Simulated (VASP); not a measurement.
# LiH (Imm2) in VASP: further runs

LiH is run at these levels: PBE; tasks: single point.

Program: VASP 6.6.1. These are calculated values, not measurements. Logs are shortened: lines on timing, memory, paths and dates and some standing lists are left out, and cuts for length are marked.

## Step 1: The cell of the first run

The structure is orthorhombic, space group Imm2 (No. 44). The conventional cell has a = 2.874 Å, b = 4.065 Å, c = 2.874 Å, α = 90.00°, β = 90.00°, γ = 90.00°. Li (site symmetry mm2) has 6 H at 1.95 to 2.12 Å within 2.6 Å. Within 2.6 Å of H (site symmetry mm2) lie 6 Li at 1.95 to 2.12 Å.

## Step 2: Single point, PBE

INCAR reads:

```
SYSTEM = LiH
PREC     = Accurate       ! precision mode
ENCUT    = 520            ! plane-wave cutoff, eV
EDIFF    = 1E-7           ! SCF threshold, eV
ISMEAR   = 0              ! smearing method
SIGMA    = 0.05           ! smearing width, eV
LREAL    = .FALSE.        ! projectors in reciprocal space
LASPH    = .TRUE.         ! aspherical terms in the spheres
NELM     = 80             ! most SCF steps
ALGO     = Normal         ! electronic algorithm
ISIF     = 2              ! what is computed and relaxed
LWAVE    = .FALSE.        ! write WAVECAR
LCHARG   = .FALSE.        ! write CHGCAR
GGA      = PE             ! functional
NBANDS   = 9              ! bands
```

KPOINTS reads:

```
regular mesh
0
G
  10 10 10
  0 0 0
```

POSCAR reads:

```
LiH
1.0
    0.0000000000      2.0325000000      2.0325000000
    2.0325000000      0.0000000000      2.0325000000
    2.0325000000      2.0325000000      0.0000000000
Li H
1 1
Direct
   -0.0434875019      0.0000000000      0.0000000000
    0.5000000000      0.5000000000      0.5000000000
```

Potentials or basis: VASP PAW PBE potentials, release 64 (Li_sv, H).

The run is started by

```console
> cat potpaw_PBE.64/Li_sv/POTCAR potpaw_PBE.64/H/POTCAR > POTCAR
> mpirun -np 1 vasp_std > vasp.out
```

OUTCAR:

```text
SYSTEM = LiH
   PREC = Accurate
   ENCUT = 520
   EDIFF = 1E-7
   ISMEAR = 0
   LREAL = .FALSE.
   LASPH = .TRUE.
   NELM = 80
   ISIF = 2
   GGA = PE

 ion  position               nearest neighbor table
   1  0.957  0.000  0.000-
   2  0.500  0.500  0.500-

  LATTYP: Found a face centered cubic cell.
 ALAT       =     4.0650000000

  Lattice vectors:

 A1 = (   0.0000000000,   2.0325000000,   2.0325000000)
 A2 = (   2.0325000000,   0.0000000000,   2.0325000000)
 A3 = (   2.0325000000,   2.0325000000,   0.0000000000)

Analysis of symmetry for initial positions (statically):
=====================================================================
 Subroutine PRICEL returns:
 Original cell was already a primitive cell.

 Routine SETGRP: Setting up the symmetry group for a
 face centered cubic supercell.

 Subroutine GETGRP returns: Found  4 space group operations
 (whereof  4 operations were pure point group operations)
 out of a pool of 48 trial point group operations.

The static configuration has the point symmetry C_2v.

Analysis of symmetry for dynamics (positions and initial velocities):
=====================================================================
 Subroutine PRICEL returns:
 Original cell was already a primitive cell.

 Routine SETGRP: Setting up the symmetry group for a
 face centered cubic supercell.

 Subroutine GETGRP returns: Found  4 space group operations
 (whereof  4 operations were pure point group operations)
 out of a pool of 48 trial point group operations.

The dynamic configuration has the point symmetry C_2v.

 Subroutine INISYM returns: Found  4 space group operations
 (whereof  4 operations are pure point group operations),
 and found     1 'primitive' translations

----------------------------------------------------------------------------------------

                                     Primitive cell

  volume of cell :      16.7927

  direct lattice vectors                    reciprocal lattice vectors
     0.000000000  2.032500000  2.032500000    -0.246002460  0.246002460  0.246002460
     2.032500000  0.000000000  2.032500000     0.246002460 -0.246002460  0.246002460
     2.032500000  2.032500000  0.000000000     0.246002460  0.246002460 -0.246002460

  length of vectors
     2.874389066  2.874389066  2.874389066     0.426088760  0.426088760  0.426088760

  position of ions in fractional coordinates (direct lattice)
     0.956512498  0.000000000  0.000000000
[... 83 lines left out ...]
   NFREE  =      0    steps in history (QN), initial steepest desc. (CG)
   ISIF   =      2    stress and relaxation
   ISYM   =      2    0-nonsym 1-usesym 2-fastsym
   POTIM  = 0.5000    time-step for ionic-motion
   TEBEG  =    0.0;   TEEND  =   0.0 temperature during run
   PSTRESS=    0.0 pullay stress
   NELECT =       4.0000    total number of electrons
   NUPDOWN=      -1.0000    fix difference up-down
   EMIN   =  10.00;   EMAX   =-10.00  energy-range for DOS
   EFERMI =   0.00;   METHOD = LEGACY
   ISMEAR =     0;   SIGMA  =   0.05  broadening in eV -4-tet -1-fermi 0-gaus
   EFERMI_NEDOS =   21; number of points for ismear=-14 and -15
   IALGO  =     38    algorithm
   IMIX   =      4    mixing-type and parameters
     AMIX     =   0.40;   BMIX     =  1.00
     AMIX_MAG =   1.60;   BMIX_MAG =  1.00
  volume/ion in A,a.u.               =       8.40        56.66
  Fermi-wavevector in a.u.,A,eV,Ry     =   1.014817  1.917726 14.012000  1.029853
  Thomas-Fermi vector in A             =   2.148066
   LORBIT       =      0    0 simple, 1 ext, 2 COOP (PROOUT), +10 PAW based schemes
   GGA     = PE    functional components
   LHFCALC =     F    Hartree Fock is set to
   AEXX    =    0.0000 exact exchange contribution
   IVDW    =     0    specifies the selected vdW correction
   LEPSILON=     F    determine dielectric tensor
   LRPA    =     F    only Hartree local field effects (RPA)
 non-spin polarized calculation
 Gauss-broadening in eV      SIGMA  =   0.05
  energy-cutoff  :      520.00
  volume of cell :       16.79
 maximum number of plane-waves:       465
 NGX is ok and might be reduce to    24
   NGX = 11   NGY = 11   NGZ = 11

 number of electron       3.9999998 magnetization

 Free energy of the ion-electron system (eV)
  ---------------------------------------------------
  ext. energy  EPLUGINS =         0.00000000
  ---------------------------------------------------
  free energy    TOTEN  =        -6.11627282 eV

  energy without entropy =       -6.11627282  energy(sigma->0) =       -6.11627282

 E-fermi :   0.1854     XC(G=0):  -8.3730

 val. band max:       -0.1048406780   @ k =   0.0000   0.5000   0.5000
 cond. band min:       2.9104848464   @ k =   0.0000   0.5000   0.5000
 fundamental gap:      3.0153255244
 Fermi energy:         0.1853642485

 k-point     1 :       0.0000    0.0000    0.0000
  band No.  band energies     occupation
      1     -44.4278      2.00000
      2      -5.3709      2.00000
      3      15.1595      0.00000
      4      17.3454      0.00000
      5      17.3927      0.00000
      6      17.7432      0.00000
      7      21.9471      0.00000
      8      21.9604      0.00000
      9      22.0071      0.00000
[... 265 lines left out ...]
 k-point    24 :       0.1000    0.0000    0.4000
  band No.  band energies     occupation
      1     -44.3928      2.00000
      2      -3.1398      2.00000
      3       6.3391      0.00000
      4      12.3254      0.00000
      5      14.2224      0.00000
      6      16.2185      0.00000
      7      20.7496      0.00000
      8      21.8751      0.00000
      9      23.9941      0.00000

 [... further k-points ...]

------------------------ aborting loop because EDIFF is reached ----------------------------------------

  FORCE on cell =-STRESS in cart. coord.  units (eV):
  Direction    XX          YY          ZZ          XY          YZ          ZX
  --------------------------------------------------------------------------------------
  -------------------------------------------------------------------------------------
  Total       -0.1952949     -0.1313360     -0.1313360      0.0000000     -0.0058442      0.0000000
  in kB      -18.6328760    -12.5306264    -12.5306264      0.0000000     -0.5575865      0.0000000
  external PRESSURE =     -14.5647096 kB  Pullay stress =       0.0000000 kB

 VOLUME and BASIS-vectors are now :
 -----------------------------------------------------------------------------
  energy-cutoff  :      520.00
  volume of cell :       16.79
      direct lattice vectors                 reciprocal lattice vectors
     0.000000000  2.032500000  2.032500000    -0.246002460  0.246002460  0.246002460
     2.032500000  0.000000000  2.032500000     0.246002460 -0.246002460  0.246002460
     2.032500000  2.032500000  0.000000000     0.246002460  0.246002460 -0.246002460

 POSITION                                       TOTAL-FORCE (eV/Angst)
 -----------------------------------------------------------------------------------
      0.00000      1.94411      1.94411         0.000000      0.086020      0.086020
      2.03250      2.03250      2.03250        -0.000000     -0.086020     -0.086020
 -----------------------------------------------------------------------------------
    total drift:                                0.000001     -0.000094     -0.000094

  FREE ENERGIE OF THE ION-ELECTRON SYSTEM (eV)
  ---------------------------------------------------
  free  energy   TOTEN  =        -6.1162728240 eV

  energy  without entropy=       -6.1162728240  energy(sigma->0) =       -6.11627282
```

It took 34 s on 1 thread of Intel Xeon 8259CL, shared host; peak memory 0.14 GiB.

What came out:

```
Free energy            : -6.1163 eV
Largest force          : 0.122 eV/Å
Band gap on the k mesh : 3.02 eV
```

Forces on the atoms (eV/Å):
```
Li   0.000  0.086  0.086
H    0.000 -0.086 -0.086
```

Caveat: the cell differs from its parent crystal (all Li atoms moved +0.125 Å, as atom 1 towards its neighbour atom 1 (Li) at 2.874 Å); the cutoff is under 1.25 times the usual one of these potentials, so pressure, stress and relaxed cells hold a basis-set (Pulay) error.

## Step 3: Single point, PBE

INCAR reads:

```
PREC = Accurate ; ENCUT = 520
EDIFF = 1E-6 ; ISMEAR = 0
SIGMA = 0.05 ; LREAL = F
LASPH = T ; NELM = 80
ALGO = Normal ; ISIF = 2
LWAVE = F ; LCHARG = F
GGA = PE ; NBANDS = 9
```

KPOINTS reads:

```
Automatic mesh
0
Gamma
  10 10 10
```

Changes to POSCAR since step 2:

```diff
@@ -8,3 +8,3 @@
 Direct
-   -0.0434875019      0.0000000000      0.0000000000
+   -0.0260925012      0.0000000000      0.0000000000
     0.5000000000      0.5000000000      0.5000000000
```

Potentials or basis: VASP PAW PBE potentials, release 64 (Li_sv, H).

The run is started by

```console
> cat potpaw_PBE.64/Li_sv/POTCAR potpaw_PBE.64/H/POTCAR > POTCAR
> mpirun -np 1 vasp_std > vasp.out
```

OUTCAR:

```text
PREC = Accurate
   ENCUT = 520
   EDIFF = 1E-6
   ISMEAR = 0
   LREAL = F
   LASPH = T
   NELM = 80
   ISIF = 2
   GGA = PE

 ion  position               nearest neighbor table
   1  0.974  0.000  0.000-
   2  0.500  0.500  0.500-

  LATTYP: Found a face centered cubic cell.
 ALAT       =     4.0650000000

  Lattice vectors:

 A1 = (   0.0000000000,   2.0325000000,   2.0325000000)
 A2 = (   2.0325000000,   0.0000000000,   2.0325000000)
[... 472 lines left out ...]
 [... further k-points ...]

------------------------ aborting loop because EDIFF is reached ----------------------------------------

  FORCE on cell =-STRESS in cart. coord.  units (eV):
  Direction    XX          YY          ZZ          XY          YZ          ZX
  --------------------------------------------------------------------------------------
  -------------------------------------------------------------------------------------
  Total       -0.1833857     -0.1602600     -0.1602600      0.0000000     -0.0020398      0.0000000
  in kB      -17.4966277    -15.2902324    -15.2902324      0.0000000     -0.1946168      0.0000000
  external PRESSURE =     -16.0256975 kB  Pullay stress =       0.0000000 kB

 VOLUME and BASIS-vectors are now :
 -----------------------------------------------------------------------------
  energy-cutoff  :      520.00
  volume of cell :       16.79
      direct lattice vectors                 reciprocal lattice vectors
     0.000000000  2.032500000  2.032500000    -0.246002460  0.246002460  0.246002460
     2.032500000  0.000000000  2.032500000     0.246002460 -0.246002460  0.246002460
     2.032500000  2.032500000  0.000000000     0.246002460  0.246002460 -0.246002460

 POSITION                                       TOTAL-FORCE (eV/Angst)
 -----------------------------------------------------------------------------------
      0.00000      1.97947      1.97947         0.000000      0.050573      0.050573
      2.03250      2.03250      2.03250         0.000000     -0.050573     -0.050573
 -----------------------------------------------------------------------------------
    total drift:                                0.000002     -0.000148     -0.000147

  FREE ENERGIE OF THE ION-ELECTRON SYSTEM (eV)
  ---------------------------------------------------
  free  energy   TOTEN  =        -6.1210984587 eV

  energy  without entropy=       -6.1210984587  energy(sigma->0) =       -6.12109846
```

OSZICAR:

```text
N       E                     dE             d eps       ncg     rms          rms(c)
DAV:   1    -0.915143863680E+00   -0.91514E+00   -0.14692E+03  3110   0.407E+02
DAV:   2    -0.628609261688E+01   -0.53709E+01   -0.53483E+01  4209   0.576E+01
DAV:   3    -0.636204359208E+01   -0.75951E-01   -0.75914E-01  3810   0.609E+00
DAV:   4    -0.636246611486E+01   -0.42252E-03   -0.42248E-03  4270   0.400E-01
DAV:   5    -0.636246844887E+01   -0.23340E-05   -0.23340E-05  3838   0.208E-02    0.286E+00
DAV:   6    -0.617940716324E+01    0.18306E+00   -0.15314E-01  3416   0.120E+00    0.143E+00
DAV:   7    -0.611925620801E+01    0.60151E-01   -0.19428E-01  3634   0.153E+00    0.221E-01
DAV:   8    -0.612116343000E+01   -0.19072E-02   -0.47294E-03  3710   0.441E-01    0.437E-02
DAV:   9    -0.612110208616E+01    0.61344E-04   -0.16457E-04  4070   0.477E-02    0.779E-03
DAV:  10    -0.612109905754E+01    0.30286E-05   -0.68440E-06  3564   0.184E-02    0.245E-03
DAV:  11    -0.612109845868E+01    0.59885E-06   -0.18567E-07  2406   0.231E-03
   1 F= -.61210985E+01 E0= -.61210985E+01  d E =-.228954E-20
```

Run time: 27 s. Hardware: 1 thread of Intel Xeon 8259CL, shared host; peak memory 0.15 GiB.

Results:

| Property | Result |
| --- | --- |
| Free energy | -6.1211 eV |
| Largest force | 0.072 eV/Å |
| Band gap on the k mesh | 3.01 eV |

Forces on the atoms (eV/Å):
```
Li   0.000  0.051  0.051
H    0.000 -0.051 -0.051
```

Caveat: the cell differs from its parent crystal (all Li atoms moved +0.075 Å, as atom 1 towards its neighbour atom 1 (Li) at 2.874 Å); the cutoff is under 1.25 times the usual one of these potentials, so pressure, stress and relaxed cells hold a basis-set (Pulay) error.

## Step 4: Single point, PBE

INCAR reads:

```
SYSTEM = LiH
ALGO = Normal
EDIFF = 1E-7
ENCUT = 520
GGA = PE
ISIF = 2
ISMEAR = 0
LASPH = .TRUE.
LCHARG = .TRUE.
LELF = .TRUE.
LREAL = .FALSE.
LVHAR = .TRUE.
LWAVE = .FALSE.
NBANDS = 9
NELM = 100
PREC = Accurate
SIGMA = 0.05
```

KPOINTS reads:

```
k-points
0
G
  10 10 10
  0 0 0
```

Changes to POSCAR since step 3:

```diff
@@ -8,3 +8,3 @@
 Direct
-   -0.0260925012      0.0000000000      0.0000000000
+   -0.0086975004      0.0000000000      0.0000000000
     0.5000000000      0.5000000000      0.5000000000
```

The run is started by

```console
> cat potpaw_PBE.64/Li_sv/POTCAR potpaw_PBE.64/H/POTCAR > POTCAR
> mpirun -np 1 vasp_std > vasp.out
```

Wall time 35 s (1 thread of Intel Xeon 8259CL, shared host); peak memory 0.14 GiB.

Results (log left out):

```yaml
Free_energy: -6.1235 eV
Largest_force: 0.024 eV/Å
Band_gap_on_the_k_mesh: 3.01 eV
```

Forces in eV/Å, atoms in the order of the input:
```
Li   0.000  0.017  0.017
H    0.000 -0.017 -0.017
```

Levels at points of the mesh, in eV from the valence-band top:
```csv
k point,band 1,band 2,band 3,band 4,band 5,band 6,band 7
"(0.00, 0.00, 0.00)",-44.33,-5.27,15.54,17.47,17.47,17.48,22.10
"(0.50, 0.00, 0.00)",-44.29,-2.51,4.82,13.31,16.12,16.12,18.66
"(0.00, 0.50, 0.00)",-44.29,-2.51,4.82,13.30,16.12,16.12,18.67
"(0.50, 0.50, 0.00)",-44.28,0.00,3.01,10.61,10.61,13.72,16.69
"(0.00, 0.50, 0.50)",-44.28,0.00,3.01,10.61,10.61,13.72,16.69
```

Caveat: the cutoff is under 1.25 times the usual one of these potentials, so pressure, stress and relaxed cells hold a basis-set (Pulay) error. A k mesh can miss the band edges.

## Step 5: The runs side by side

| cell | gap on the mesh (eV) | largest force (eV/Å) |
| --- | --- | --- |
| as given, atomic positions A | 3.02 | 0.12 |
| as given, atomic positions B | 3.01 | 0.07 |
| as given, atomic positions C | 3.01 | 0.02 |

Alike in all rows: task single point; level PBE; potentials or basis VASP PAW PBE potentials, release 64 (Li_sv, H); no spin polarisation; k mesh 10 × 10 × 10; cutoff (eV) 520; smearing gaussian 0.05 eV.

Caveats: the cutoff is under 1.25 times the usual one of these potentials, so pressure, stress and relaxed cells hold a basis-set (Pulay) error.

Total energies depend on the potentials used, so only differences within one code and one set of settings carry meaning.
